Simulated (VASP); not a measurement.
# KCl (Fm-3m) in VASP: notebook, part 2 of 2

VASP 6.6.1. Earlier steps stand in the parts before.

**4. Single point, r2SCAN**

This run uses another cell than the first one, of 23.82 Å³/atom, 0.765 times its volume.

POSCAR

```
KCl
1.0
    2.8772395212      2.8772395212      0.0000000000
   -2.8772395212      2.8772395212      0.0000000000
    0.0000000000      2.8772395212      2.8772395212
K Cl
1 1
Direct
    0.0000000000      0.0000000000      0.0000000000
    0.5000000000      0.5000000000      0.0000000000
```

INCAR.step1

```
ALGO = Normal
EDIFF = 1E-4
ENCUT = 520
GGA = PE
ISMEAR = 0
LASPH = True
LCHARG = False
LREAL = False
LWAVE = True
NBANDS = 15
NELM = 60
PREC = Accurate
SIGMA = 0.01
```

INCAR.step2

```
ALGO = Normal
EDIFF = 1E-6
ENCUT = 520
ISIF = 2
ISMEAR = 0
ISTART = 1
LASPH = True
LCHARG = False
LMIXTAU = True
LREAL = False
LWAVE = False
METAGGA = R2SCAN
NBANDS = 15
NELM = 60
PREC = Accurate
SIGMA = 0.01
```

KPOINTS

```
k-points
0
Gamma
  6 6 6
```

Potentials or basis: VASP PAW PBE potentials, release 64 (K_sv, Cl).

Launch:

```
$ cat potpaw_PBE.64/K_sv/POTCAR potpaw_PBE.64/Cl/POTCAR > POTCAR
$ cp INCAR.step1 INCAR
$ mpirun -np 1 vasp_std > vasp.out
$ cp INCAR.step2 INCAR
$ mpirun -np 1 vasp_std > vasp.out
```

OUTCAR:

```text
EDIFF = 1E-6
   ENCUT = 520
   ISIF = 2
   ISMEAR = 0
   ISTART = 1
   LASPH = True
   LREAL = False
   METAGGA = R2SCAN
   NELM = 60
   PREC = Accurate

 ion  position               nearest neighbor table
   1  0.000  0.000  0.000-   2 2.88   2 2.88   2 2.88   2 2.88   2 2.88   2 2.88
   2  0.500  0.500  0.000-   1 2.88   1 2.88   1 2.88   1 2.88   1 2.88   1 2.88

  LATTYP: Found a face centered cubic cell.
 ALAT       =     5.7544790424

  Lattice vectors:

 A1 = (   0.0000000000,   2.8772395212,   2.8772395212)
 A2 = (   2.8772395212,   0.0000000000,   2.8772395212)
 A3 = (   2.8772395212,   2.8772395212,   0.0000000000)

Analysis of symmetry for initial positions (statically):
=====================================================================
 Subroutine PRICEL returns:
 Original cell was already a primitive cell.

 Routine SETGRP: Setting up the symmetry group for a
 face centered cubic supercell.

 Subroutine GETGRP returns: Found 48 space group operations
 (whereof 48 operations were pure point group operations)
 out of a pool of 48 trial point group operations.

The static configuration has the point symmetry O_h .

Analysis of symmetry for dynamics (positions and initial velocities):
=====================================================================
 Subroutine PRICEL returns:
 Original cell was already a primitive cell.

 Routine SETGRP: Setting up the symmetry group for a
 face centered cubic supercell.

 Subroutine GETGRP returns: Found 48 space group operations
 (whereof 48 operations were pure point group operations)
 out of a pool of 48 trial point group operations.

The dynamic configuration has the point symmetry O_h .

 Subroutine INISYM returns: Found 48 space group operations
 (whereof 48 operations are pure point group operations),
 and found     1 'primitive' translations

----------------------------------------------------------------------------------------

                                     Primitive cell

  volume of cell :      47.6385

  direct lattice vectors                    reciprocal lattice vectors
     2.877239521  2.877239521  0.000000000     0.173777677  0.173777677 -0.173777677
    -2.877239521  2.877239521  0.000000000    -0.173777677  0.173777677 -0.173777677
     0.000000000  2.877239521  2.877239521     0.000000000  0.000000000  0.347555354

  length of vectors
     4.069031153  4.069031153  4.069031153     0.300991766  0.300991766  0.347555354

  position of ions in fractional coordinates (direct lattice)
     0.000000000  0.000000000  0.000000000
     0.500000000  0.500000000  0.000000000

  ion indices of the primitive-cell ions
   primitive index   ion index
                 1           1
                 2           2

----------------------------------------------------------------------------------------

 KPOINTS: k-points

Automatic generation of k-mesh.
 Grid dimensions read from file:
 generate k-points for:    6    6    6

 Generating k-lattice:

  Cartesian coordinates                     Fractional coordinates (reciprocal lattice)
     0.028962946  0.028962946 -0.028962946     0.166666667  0.000000000  0.000000000
[... 30 lines left out ...]
  0.500000  0.333333  0.166667     24.000000
  0.500000  0.500000  0.166667     12.000000
   k-points           NKPTS =     16   k-points in BZ     NKDIM =     16   number of bands    NBANDS=     15
   number of dos      NEDOS =    301   number of ions     NIONS =      2
   total plane-waves  NPLWV =  27000
   dimension x,y,z NGX =    30 NGY =   30 NGZ =   30
   dimension x,y,z NGXF=    60 NGYF=   60 NGZF=   60
   ions per type =               1   1
   NGX,Y,Z   is equivalent  to a cutoff of  12.26, 12.26, 12.26 a.u.
   NGXF,Y,Z  is equivalent  to a cutoff of  24.51, 24.51, 24.51 a.u.
 SYSTEM =  unknown system
   PREC   = accura    normal or accurate (medium, high low for compatibility)
   ISTART =      1    job   : 0-new  1-cont  2-samecut
   ICHARG =      0    charge: 1-file 2-atom 10-const
   ISPIN  =      1    spin polarized calculation?
   LNONCOLLINEAR =      F non collinear calculations
   LSORBIT =      F    spin-orbit coupling
   LASPH  =      T    aspherical Exc in radial PAW
   ENCUT  =  520.0 eV  38.22 Ry    6.18 a.u.   7.57  7.57  7.57*2*pi/ulx,y,z
   NELM   =     60;   NELMIN=  2; NELMDL=  0     # of ELM steps
   EDIFF  = 0.1E-05   stopping-criterion for ELM
   LREAL  =      F    real-space projection
   EDIFFG = 0.1E-04   stopping-criterion for IOM
   NSW    =      0    number of steps for IOM
   IBRION =     -1    ionic relax: 0-MD 1-quasi-New 2-CG
   NFREE  =      0    steps in history (QN), initial steepest desc. (CG)
   ISIF   =      2    stress and relaxation
   ISYM   =      2    0-nonsym 1-usesym 2-fastsym
   POTIM  = 0.5000    time-step for ionic-motion
   TEBEG  =    0.0;   TEEND  =   0.0 temperature during run
   PSTRESS=    0.0 pullay stress
   NELECT =      16.0000    total number of electrons
   NUPDOWN=      -1.0000    fix difference up-down
   EMIN   =  10.00;   EMAX   =-10.00  energy-range for DOS
   EFERMI =   0.00;   METHOD = LEGACY
   ISMEAR =     0;   SIGMA  =   0.01  broadening in eV -4-tet -1-fermi 0-gaus
   EFERMI_NEDOS =   21; number of points for ismear=-14 and -15
   IALGO  =     38    algorithm
   IMIX   =      4    mixing-type and parameters
     AMIX     =   0.40;   BMIX     =  1.00
     AMIX_MAG =   1.60;   BMIX_MAG =  1.00
  volume/ion in A,a.u.               =      23.82       160.74
  Fermi-wavevector in a.u.,A,eV,Ry     =   1.137965  2.150442 17.619052  1.294964
  Thomas-Fermi vector in A             =   2.274669
   LORBIT       =      0    0 simple, 1 ext, 2 COOP (PROOUT), +10 PAW based schemes
   METAGGA = R2SCAN    functional components
   LHFCALC =     F    Hartree Fock is set to
   AEXX    =    0.0000 exact exchange contribution
   IVDW    =     0    specifies the selected vdW correction
   LEPSILON=     F    determine dielectric tensor
   LRPA    =     F    only Hartree local field effects (RPA)
 non-spin polarized calculation
 Gauss-broadening in eV      SIGMA  =   0.01
  energy-cutoff  :      520.00
  volume of cell :       47.64
 maximum number of plane-waves:      1303
   NGX = 15   NGY = 15   NGZ = 15

 number of electron      16.0000001 magnetization

 Free energy of the ion-electron system (eV)
  ---------------------------------------------------
  ext. energy  EPLUGINS =         0.00000000
  ---------------------------------------------------
  free energy    TOTEN  =       -16.14793460 eV

  energy without entropy =      -16.14793460  energy(sigma->0) =      -16.14793460

 E-fermi :  -0.8391     XC(G=0):  -9.2136

 val. band max:       -0.9403269165   @ k =   0.0000   0.0000   0.0000
 cond. band min:       5.6624775772   @ k =   0.5000   0.5000   0.0000
 fundamental gap:      6.6028044937
 Fermi energy:        -0.8391445070

 k-point     1 :       0.0000    0.0000    0.0000
  band No.  band energies     occupation
      1     -28.6788      2.00000
      2     -14.0030      2.00000
      3     -11.3666      2.00000
      4     -11.3666      2.00000
      5     -11.3666      2.00000
      6      -0.9403      2.00000
      7      -0.9403      2.00000
      8      -0.9403      2.00000
      9       6.0262      0.00000
     10       8.0474      0.00000
     11       8.0474      0.00000
     12       8.0474      0.00000
     13       9.2571      0.00000
     14       9.2571      0.00000
[... 257 lines left out ...]
      2     -13.9716      2.00000
      3     -11.6989      2.00000
      4     -11.5782      2.00000
      5     -11.2624      2.00000
      6      -1.6539      2.00000
      7      -1.6150      2.00000
      8      -1.3939      2.00000
      9       6.7438      0.00000
     10       9.3192      0.00000
     11      10.3079      0.00000
     12      11.2522      0.00000
     13      11.9076      0.00000
     14      12.5916      0.00000
     15      13.8069      0.00000

------------------------ aborting loop because EDIFF is reached ----------------------------------------

  FORCE on cell =-STRESS in cart. coord.  units (eV):
  Direction    XX          YY          ZZ          XY          YZ          ZX
  --------------------------------------------------------------------------------------
  -------------------------------------------------------------------------------------
  Total        2.9864068      2.9864068      2.9864068      0.0000000      0.0000000     -0.0000000
  in kB      100.4387967    100.4387967    100.4387967      0.0000000      0.0000000     -0.0000000
  external PRESSURE =     100.4387967 kB  Pullay stress =       0.0000000 kB

 VOLUME and BASIS-vectors are now :
 -----------------------------------------------------------------------------
  energy-cutoff  :      520.00
  volume of cell :       47.64
      direct lattice vectors                 reciprocal lattice vectors
     2.877239521  2.877239521  0.000000000     0.173777677  0.173777677 -0.173777677
    -2.877239521  2.877239521  0.000000000    -0.173777677  0.173777677 -0.173777677
     0.000000000  2.877239521  2.877239521     0.000000000  0.000000000  0.347555354

 POSITION                                       TOTAL-FORCE (eV/Angst)
 -----------------------------------------------------------------------------------
      0.00000      0.00000      0.00000         0.000000     -0.000000      0.000000
      0.00000      2.87724      0.00000        -0.000000      0.000000      0.000000
 -----------------------------------------------------------------------------------
    total drift:                               -0.000000      0.000000      0.000000

  FREE ENERGIE OF THE ION-ELECTRON SYSTEM (eV)
  ---------------------------------------------------
  free  energy   TOTEN  =       -16.1479345976 eV

  energy  without entropy=      -16.1479345976  energy(sigma->0) =      -16.14793460
```

OSZICAR.step1:

```text
N       E                     dE             d eps       ncg     rms          rms(c)
DAV:   1     0.106015022772E+03    0.10602E+03   -0.75285E+03   480   0.100E+03
DAV:   2    -0.110795711999E+01   -0.10712E+03   -0.96705E+02   644   0.250E+02
DAV:   3    -0.647007384185E+01   -0.53621E+01   -0.53286E+01   655   0.490E+01
DAV:   4    -0.662420701050E+01   -0.15413E+00   -0.15410E+00   686   0.804E+00
DAV:   5    -0.662526040957E+01   -0.10534E-02   -0.10534E-02   662   0.735E-01    0.562E+00
DAV:   6    -0.637144209003E+01    0.25382E+00   -0.36215E-01   599   0.357E+00    0.442E+00
DAV:   7    -0.636016198413E+01    0.11280E-01   -0.11283E-01   627   0.209E+00    0.223E+00
DAV:   8    -0.636895313499E+01   -0.87912E-02   -0.14801E-02   577   0.102E+00    0.252E-01
DAV:   9    -0.636916257094E+01   -0.20944E-03   -0.36008E-04   641   0.135E-01    0.117E-01
DAV:  10    -0.636965846491E+01   -0.49589E-03   -0.57967E-04   536   0.154E-01    0.417E-02
DAV:  11    -0.636966747827E+01   -0.90134E-05   -0.23565E-05   443   0.447E-02
   1 F= -.63696675E+01 E0= -.63696675E+01  d E =-.967049E-85
```

It took 83 s on 1 thread of AMD EPYC 7R43 (Zen 3), shared host; peak memory 0.13 GiB.

Results:

```
Free energy            : -16.1479 eV
Pressure               : 10.0 GPa
Band gap on the k mesh : 6.60 eV, indirect (least direct gap 6.86 eV)
```

Levels at points of the mesh, in eV from the valence-band top:
| k point | band 4 | band 5 | band 6 | band 7 | band 8 | band 9 | band 10 | band 11 | band 12 | band 13 |
| --- | --- | --- | --- | --- | --- | --- | --- | --- | --- | --- |
| (0.00, 0.00, 0.00) | -10.43 | -10.43 | 0.00 | 0.00 | 0.00 | 6.97 | 8.99 | 8.99 | 8.99 | 10.20 |
| (0.50, 0.00, 0.00) | -10.44 | -9.94 | -1.62 | -0.62 | -0.62 | 8.90 | 10.26 | 12.13 | 12.13 | 13.09 |
| (0.50, 0.50, 0.00) | -10.58 | -10.58 | -0.80 | -0.26 | -0.26 | 6.60 | 10.57 | 11.49 | 12.48 | 12.66 |

Caveat: the PAW data sets were made with another functional, which shifts forces and pressure a little. r2SCAN opens gaps a little over a GGA but as a rule still falls short of measured ones.

**5. Single point, r2SCAN**

This run uses another cell than the first one, of 23.82 Å³/atom, 0.765 times its volume.

POSCAR is that of step 4.

INCAR.step1

```
SYSTEM = KCl
PREC     = Accurate       ! precision mode
ENCUT    = 520            ! plane-wave cutoff, eV
ISMEAR   = 0              ! smearing method
SIGMA    = 0.01           ! smearing width, eV
LREAL    = .FALSE.        ! projectors in reciprocal space
LASPH    = .TRUE.         ! aspherical terms in the spheres
NELM     = 100            ! most SCF steps
NBANDS   = 15             ! bands
GGA      = PE             ! functional
ALGO     = Normal         ! electronic algorithm
EDIFF    = 1E-4           ! SCF threshold, eV
LWAVE    = .TRUE.         ! write WAVECAR
LCHARG   = .FALSE.        ! write CHGCAR
```

INCAR.step2

```
SYSTEM = KCl
PREC     = Accurate       ! precision mode
ENCUT    = 520            ! plane-wave cutoff, eV
EDIFF    = 1E-7           ! SCF threshold, eV
ISMEAR   = 0              ! smearing method
SIGMA    = 0.01           ! smearing width, eV
LREAL    = .FALSE.        ! projectors in reciprocal space
LASPH    = .TRUE.         ! aspherical terms in the spheres
NELM     = 100            ! most SCF steps
ALGO     = Normal         ! electronic algorithm
ISIF     = 2              ! what is computed and relaxed
LWAVE    = .FALSE.        ! write WAVECAR
LCHARG   = .FALSE.        ! write CHGCAR
METAGGA  = R2SCAN         ! meta-GGA
LMIXTAU  = .TRUE.       
NBANDS   = 15             ! bands
ISTART   = 1
```

KPOINTS

```
Automatic mesh
0
G
  6 6 6
  0 0 0
```

Launch:

```
$ cat potpaw_PBE.64/K_sv/POTCAR potpaw_PBE.64/Cl/POTCAR > POTCAR
$ cp INCAR.step1 INCAR
$ mpirun -np 1 vasp_std > vasp.out
$ cp INCAR.step2 INCAR
$ mpirun -np 1 vasp_std > vasp.out
```

Wall time 65 s (1 thread of AMD EPYC 7R43 (Zen 3), shared host); peak memory 0.13 GiB.

It converged, with:

| Property | Result |
| --- | --- |
| Free energy | -16.1479 eV |
| Pressure | 10.0 GPa |
| Band gap on the k mesh | 6.60 eV, indirect (least direct gap 6.86 eV) |

Levels at points of the mesh, in eV from the valence-band top:
| k point | band 6 | band 7 | band 8 | band 9 | band 10 | band 11 |
| --- | --- | --- | --- | --- | --- | --- |
| (0.00, 0.00, 0.00) | 0.00 | 0.00 | 0.00 | 6.97 | 8.99 | 8.99 |
| (0.50, 0.00, 0.00) | -1.62 | -0.62 | -0.62 | 8.90 | 10.26 | 12.13 |
| (0.50, 0.50, 0.00) | -0.80 | -0.26 | -0.26 | 6.60 | 10.57 | 11.49 |

Caveat: the PAW data sets were made with another functional, which shifts forces and pressure a little.

**6. Single point, r2SCAN**

This run uses another cell than the first one, of 25.13 Å³/atom, 0.807 times its volume.

POSCAR

```
KCl
1.0
    2.9291770775      2.9291770775      0.0000000000
   -2.9291770775      2.9291770775      0.0000000000
    0.0000000000      2.9291770775      2.9291770775
K Cl
1 1
Direct
    0.0000000000      0.0000000000      0.0000000000
    0.5000000000      0.5000000000      0.0000000000
```

INCAR.step1

```
ALGO = Normal ; EDIFF = 1E-4
ENCUT = 520 ; GGA = PE
ISMEAR = 0 ; LASPH = True
LCHARG = False ; LREAL = False
LWAVE = True ; NBANDS = 15
NELM = 80 ; PREC = Accurate
SIGMA = 0.01
```

INCAR.step2

```
ALGO = Normal ; EDIFF = 1E-6
ENCUT = 520 ; ISIF = 2
ISMEAR = 0 ; ISTART = 1
LASPH = True ; LCHARG = False
LMIXTAU = True ; LREAL = False
LWAVE = False ; METAGGA = R2SCAN
NBANDS = 15 ; NELM = 80
PREC = Accurate ; SIGMA = 0.01
```

KPOINTS

```
k-points
0
Gamma
  6 6 6
```

Potentials or basis: VASP PAW PBE potentials, release 64 (K_sv, Cl).

Launch:

```
$ cat potpaw_PBE.64/K_sv/POTCAR potpaw_PBE.64/Cl/POTCAR > POTCAR
$ cp INCAR.step1 INCAR
$ mpirun -np 1 vasp_std > vasp.out
$ cp INCAR.step2 INCAR
$ mpirun -np 1 vasp_std > vasp.out
```

It took 83 s on 1 thread of AMD EPYC 7R43 (Zen 3), shared host; peak memory 0.14 GiB.

Results (log left out):

| Quantity | Value |
| --- | --- |
| Free energy | -16.2883 eV |
| Pressure | 7.0 GPa |
| Band gap on the k mesh | 6.71 eV, direct |

Levels at points of the mesh, in eV from the valence-band top:
| k point | band 4 | band 5 | band 6 | band 7 | band 8 | band 9 | band 10 | band 11 | band 12 | band 13 |
| --- | --- | --- | --- | --- | --- | --- | --- | --- | --- | --- |
| (0.00, 0.00, 0.00) | -10.51 | -10.51 | 0.00 | 0.00 | 0.00 | 6.71 | 9.02 | 9.02 | 9.02 | 10.20 |
| (0.50, 0.00, 0.00) | -10.52 | -10.10 | -1.48 | -0.54 | -0.54 | 8.75 | 10.07 | 11.98 | 11.98 | 12.92 |
| (0.50, 0.50, 0.00) | -10.64 | -10.64 | -0.79 | -0.26 | -0.26 | 6.72 | 10.28 | 11.43 | 12.10 | 12.44 |

Caveat: the PAW data sets were made with another functional, which shifts forces and pressure a little.

**7. The runs side by side**

```tsv
task	cell	k mesh	cutoff (eV)	smearing	gap on the mesh (eV)	pressure (GPa)
relaxation of cell and atoms	relaxed from a = 4.450 Å, angles 60.0, 60.0, 90.0°, 2 atoms	10 × 10 × 10	600	fermi-dirac 0.08 eV	5.83	0.0
single point	a = 3.975 Å, angles 60.0, 60.0, 90.0°, 2 atoms	6 × 6 × 6	520	gaussian 0.01 eV	6.42	15.1
single point	a = 4.069 Å, angles 60.0, 60.0, 90.0°, 2 atoms	6 × 6 × 6	520	gaussian 0.01 eV	6.60	10.0
single point	a = 4.142 Å, angles 60.0, 60.0, 90.0°, 2 atoms	6 × 6 × 6	520	gaussian 0.01 eV	6.71	7.0
```

Alike in all rows: level r2SCAN; potentials or basis VASP PAW PBE potentials, release 64 (K_sv, Cl); no spin polarisation.

Caveats: the PAW data sets were made with another functional, which shifts forces and pressure a little.

Total energies depend on the potentials used, so only differences within one code and one set of settings carry meaning.
